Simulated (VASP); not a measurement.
# Al (Fm-3m) in VASP: further runs

Al is run at these levels: PBE; tasks: single point, relaxation of cell and atoms.

All numbers are computed with VASP 6.6.1; they aren't measurements. Logs are shortened: lines on timing, memory, paths and dates and some standing lists are left out, and cuts for length are marked.

## (1) The cell of the first run

The structure is cubic, space group Fm-3m (No. 225). Conventional cell: a = 4.101 Å, b = 4.101 Å, c = 4.101 Å, α = 90.00°, β = 90.00°, γ = 90.00°. Al (site symmetry m-3m) has 12 Al at 2.90 Å within 3.8 Å.

## (2) Single point, PBE

The input, INCAR:

```
SYSTEM = Al
PREC = Accurate
ENCUT = 520
EDIFF = 1E-6
ISMEAR = 0
SIGMA = 0.1
LREAL = .False.
LASPH = .True.
NELM = 80
ALGO = Normal
ISIF = 2
LWAVE = .False.
LCHARG = .True.
GGA = PE
LELF = .True.
LVHAR = .True.
NBANDS = 8
```

The input, KPOINTS:

```
Automatic mesh
0
Gamma
  18 18 18
  0 0 0
```

The input, POSCAR:

```
Al
1.0
    0.0000000000      2.0504223011      2.0504223011
    2.0504223011      0.0000000000      2.0504223011
    2.0504223011      2.0504223011      0.0000000000
Al
1
Direct
    0.0000000000      0.0000000000      0.0000000000
```

Potentials or basis: VASP PAW PBE potentials, release 64 (Al).

Started as:

```bash
$ cat potpaw_PBE.64/Al/POTCAR > POTCAR
$ mpirun -np 1 vasp_std > vasp.out
```

OUTCAR:

```text
SYSTEM = Al
   PREC = Accurate
   ENCUT = 520
   EDIFF = 1E-6
   ISMEAR = 0
   LREAL = .False.
   LASPH = .True.
   NELM = 80
   ISIF = 2
   GGA = PE

 ion  position               nearest neighbor table
   1  0.000  0.000  0.000-

  LATTYP: Found a face centered cubic cell.
 ALAT       =     4.1008446022

  Lattice vectors:

 A1 = (   0.0000000000,   2.0504223011,   2.0504223011)
 A2 = (   2.0504223011,   0.0000000000,   2.0504223011)
 A3 = (   2.0504223011,   2.0504223011,   0.0000000000)

Analysis of symmetry for initial positions (statically):
=====================================================================
 Subroutine PRICEL returns:
 Original cell was already a primitive cell.

 Routine SETGRP: Setting up the symmetry group for a
 face centered cubic supercell.

 Subroutine GETGRP returns: Found 48 space group operations
 (whereof 48 operations were pure point group operations)
 out of a pool of 48 trial point group operations.

The static configuration has the point symmetry O_h .

Analysis of symmetry for dynamics (positions and initial velocities):
=====================================================================
 Subroutine PRICEL returns:
 Original cell was already a primitive cell.

 Routine SETGRP: Setting up the symmetry group for a
 face centered cubic supercell.

 Subroutine GETGRP returns: Found 48 space group operations
 (whereof 48 operations were pure point group operations)
 out of a pool of 48 trial point group operations.

The dynamic configuration has the point symmetry O_h .

 Subroutine INISYM returns: Found 48 space group operations
 (whereof 48 operations are pure point group operations),
 and found     1 'primitive' translations

----------------------------------------------------------------------------------------

                                     Primitive cell

  volume of cell :      17.2409

  direct lattice vectors                    reciprocal lattice vectors
     0.000000000  2.050422301  2.050422301    -0.243852205  0.243852205  0.243852205
     2.050422301  0.000000000  2.050422301     0.243852205 -0.243852205  0.243852205
     2.050422301  2.050422301  0.000000000     0.243852205  0.243852205 -0.243852205

  length of vectors
     2.899735027  2.899735027  2.899735027     0.422364409  0.422364409  0.422364409

  position of ions in fractional coordinates (direct lattice)
     0.000000000  0.000000000  0.000000000

  ion indices of the primitive-cell ions
   primitive index   ion index
                 1           1

----------------------------------------------------------------------------------------

 KPOINTS: Automatic mesh

Automatic generation of k-mesh.
 Grid dimensions read from file:
 generate k-points for:   18   18   18

 Generating k-lattice:

  Cartesian coordinates                     Fractional coordinates (reciprocal lattice)
    -0.013547345  0.013547345  0.013547345     0.055555556  0.000000000  0.000000000
     0.013547345 -0.013547345  0.013547345     0.000000000  0.055555556  0.000000000
     0.013547345  0.013547345 -0.013547345     0.000000000  0.000000000  0.055555556

  Length of vectors
     0.023464689  0.023464689  0.023464689

  Shift w.r.t. Gamma in fractional coordinates (k-lattice)
     0.000000000  0.000000000  0.000000000

 Subroutine IBZKPT returns following result:
 ===========================================

 Found    195 irreducible k-points:

 Following reciprocal coordinates:
            Coordinates               Weight
  0.000000  0.000000  0.000000      1.000000
  0.055556  0.000000  0.000000      8.000000
  0.111111  0.000000  0.000000      8.000000
  0.166667  0.000000  0.000000      8.000000
  0.222222  0.000000  0.000000      8.000000
  0.277778  0.000000  0.000000      8.000000
[... 16 lines left out ...]
 -0.277778  0.055556  0.000000     24.000000
 -0.222222  0.055556  0.000000     24.000000
 [... further k-points ...]
   k-points           NKPTS =    195   k-points in BZ     NKDIM =    195   number of bands    NBANDS=      8
   number of dos      NEDOS =    301   number of ions     NIONS =      1
   total plane-waves  NPLWV =  13824
   dimension x,y,z NGX =    24 NGY =   24 NGZ =   24
   dimension x,y,z NGXF=    48 NGYF=   48 NGZF=   48
   ions per type =               1
   NGX,Y,Z   is equivalent  to a cutoff of  13.76, 13.76, 13.76 a.u.
   NGXF,Y,Z  is equivalent  to a cutoff of  27.52, 27.52, 27.52 a.u.
 SYSTEM =  Al
   PREC   = accura    normal or accurate (medium, high low for compatibility)
   ISTART =      0    job   : 0-new  1-cont  2-samecut
   ICHARG =      2    charge: 1-file 2-atom 10-const
   ISPIN  =      1    spin polarized calculation?
   LNONCOLLINEAR =      F non collinear calculations
   LSORBIT =      F    spin-orbit coupling
   LASPH  =      T    aspherical Exc in radial PAW
   ENCUT  =  520.0 eV  38.22 Ry    6.18 a.u.   5.39  5.39  5.39*2*pi/ulx,y,z
   NELM   =     80;   NELMIN=  2; NELMDL= -5     # of ELM steps
   EDIFF  = 0.1E-05   stopping-criterion for ELM
   LREAL  =      F    real-space projection
   EDIFFG = 0.1E-04   stopping-criterion for IOM
   NSW    =      0    number of steps for IOM
   IBRION =     -1    ionic relax: 0-MD 1-quasi-New 2-CG
   NFREE  =      0    steps in history (QN), initial steepest desc. (CG)
   ISIF   =      2    stress and relaxation
   ISYM   =      2    0-nonsym 1-usesym 2-fastsym
   POTIM  = 0.5000    time-step for ionic-motion
   TEBEG  =    0.0;   TEEND  =   0.0 temperature during run
   PSTRESS=    0.0 pullay stress
   NELECT =       3.0000    total number of electrons
   NUPDOWN=      -1.0000    fix difference up-down
   EMIN   =  10.00;   EMAX   =-10.00  energy-range for DOS
   EFERMI =   0.00;   METHOD = LEGACY
   ISMEAR =     0;   SIGMA  =   0.10  broadening in eV -4-tet -1-fermi 0-gaus
   EFERMI_NEDOS =   21; number of points for ismear=-14 and -15
   IALGO  =     38    algorithm
   IMIX   =      4    mixing-type and parameters
     AMIX     =   0.40;   BMIX     =  1.00
     AMIX_MAG =   1.60;   BMIX_MAG =  1.00
  volume/ion in A,a.u.               =      17.24       116.35
  Fermi-wavevector in a.u.,A,eV,Ry     =   0.913963  1.727140 11.365332  0.835328
  Thomas-Fermi vector in A             =   2.038535
   LORBIT       =      0    0 simple, 1 ext, 2 COOP (PROOUT), +10 PAW based schemes
   GGA     = PE    functional components
   LHFCALC =     F    Hartree Fock is set to
   AEXX    =    0.0000 exact exchange contribution
   IVDW    =     0    specifies the selected vdW correction
   LEPSILON=     F    determine dielectric tensor
   LRPA    =     F    only Hartree local field effects (RPA)
 non-spin polarized calculation
 Gauss-broadening in eV      SIGMA  =   0.10
  energy-cutoff  :      520.00
  volume of cell :       17.24
 maximum number of plane-waves:       483
 NGX is ok and might be reduce to    24
   NGX = 11   NGY = 11   NGZ = 11

 number of electron       3.0000000 magnetization

 Free energy of the ion-electron system (eV)
  ---------------------------------------------------
  ext. energy  EPLUGINS =         0.00000000
  ---------------------------------------------------
  free energy    TOTEN  =        -3.73704760 eV

  energy without entropy =       -3.73452735  energy(sigma->0) =       -3.73578747

 E-fermi :   7.5397     XC(G=0): -10.0386

 val. band max:        7.5053153527   @ k =   0.5000   0.4444   0.0556
 cond. band min:       7.5475241347   @ k =  -0.3889   0.3889   0.1667
 fundamental gap:      0.0422087821
 Fermi energy:         7.5397354915

 k-point     1 :       0.0000    0.0000    0.0000
  band No.  band energies     occupation
      1      -3.2849      2.00000
      2      19.9280      0.00000
      3      19.9280      0.00000
      4      19.9280      0.00000
      5      21.0941      0.00000
      6      21.0941      0.00000
      7      21.0941      0.00000
      8      23.7009      0.00000

 k-point     2 :       0.0556    0.0000    0.0000
  band No.  band energies     occupation
      1      -3.2034      2.00000
      2      18.3809      0.00000
      3      19.5695      0.00000
      4      19.5695      0.00000
      5      21.5771      0.00000
      6      21.5771      0.00000
      7      21.7436      0.00000
      8      24.5402      0.00000

 k-point     3 :       0.1111    0.0000    0.0000
  band No.  band energies     occupation
      1      -2.9592      2.00000
      2      16.2051      0.00000
      3      19.0338      0.00000
      4      19.0338      0.00000
      5      21.8468      0.00000
      6      22.4516      0.00000
      7      22.4516      0.00000
      8      25.0553      0.00000

 k-point     4 :       0.1667    0.0000    0.0000
  band No.  band energies     occupation
      1      -2.5530      2.00000
      2      14.0225      0.00000
      3      18.5824      0.00000
      4      18.5824      0.00000
      5      21.7063      0.00000
      6      23.0487      0.00000
      7      23.0487      0.00000
      8      24.4337      0.00000

 k-point     5 :       0.2222    0.0000    0.0000
  band No.  band energies     occupation
      1      -1.9863      2.00000
      2      11.9152      0.00000
      3      18.2537      0.00000
      4      18.2537      0.00000
      5      21.5504      0.00000
      6      22.3712      0.00000
      7      22.3712      0.00000
      8      25.2819      0.00000
[... 177 lines left out ...]
 k-point    22 :      -0.3333    0.0556    0.0000
  band No.  band energies     occupation
      1       0.0204      2.00000
      2       7.4967      1.45710
      3      16.3842      0.00000
      4      18.9991      0.00000
      5      19.4216      0.00000
      6      20.6397      0.00000
      7      22.1081      0.00000
      8      24.9489      0.00000

 k-point    23 :      -0.2778    0.0556    0.0000
  band No.  band energies     occupation
      1      -0.9127      2.00000
      2       9.3341      0.00000
      3      16.4016      0.00000
      4      19.1619      0.00000
      5      20.1203      0.00000
      6      21.4856      0.00000
      7      22.0563      0.00000
      8      25.7146      0.00000

 k-point    24 :      -0.2222    0.0556    0.0000
  band No.  band energies     occupation
      1      -1.6903      2.00000
      2      11.2925      0.00000
      3      16.5605      0.00000
      4      19.3279      0.00000
      5      21.0537      0.00000
      6      22.0545      0.00000
      7      22.4887      0.00000
      8      24.6580      0.00000

 [... further k-points ...]

------------------------ aborting loop because EDIFF is reached ----------------------------------------

  FORCE on cell =-STRESS in cart. coord.  units (eV):
  Direction    XX          YY          ZZ          XY          YZ          ZX
  --------------------------------------------------------------------------------------
  -------------------------------------------------------------------------------------
  Total       -0.3339428     -0.3339428     -0.3339428      0.0000000      0.0000000      0.0000000
  in kB      -31.0329257    -31.0329257    -31.0329257      0.0000000      0.0000000      0.0000000
  external PRESSURE =     -31.0329257 kB  Pullay stress =       0.0000000 kB

 VOLUME and BASIS-vectors are now :
 -----------------------------------------------------------------------------
  energy-cutoff  :      520.00
  volume of cell :       17.24
      direct lattice vectors                 reciprocal lattice vectors
     0.000000000  2.050422301  2.050422301    -0.243852205  0.243852205  0.243852205
     2.050422301  0.000000000  2.050422301     0.243852205 -0.243852205  0.243852205
     2.050422301  2.050422301  0.000000000     0.243852205  0.243852205 -0.243852205

 POSITION                                       TOTAL-FORCE (eV/Angst)
 -----------------------------------------------------------------------------------
      0.00000      0.00000      0.00000         0.000000      0.000000      0.000000
 -----------------------------------------------------------------------------------
    total drift:                                0.000000     -0.000000     -0.000000

  FREE ENERGIE OF THE ION-ELECTRON SYSTEM (eV)
  ---------------------------------------------------
  free  energy   TOTEN  =        -3.7370475963 eV

  energy  without entropy=       -3.7345273468  energy(sigma->0) =       -3.73578747
```

Wall time 12 s (1 thread of Intel Xeon 6975P-C, shared host); peak memory 0.14 GiB.

Results:

| Item | Value |
| --- | --- |
| Free energy | -3.7370 eV |
| Pressure | -3.1 GPa |

[end of part 1 of 2]
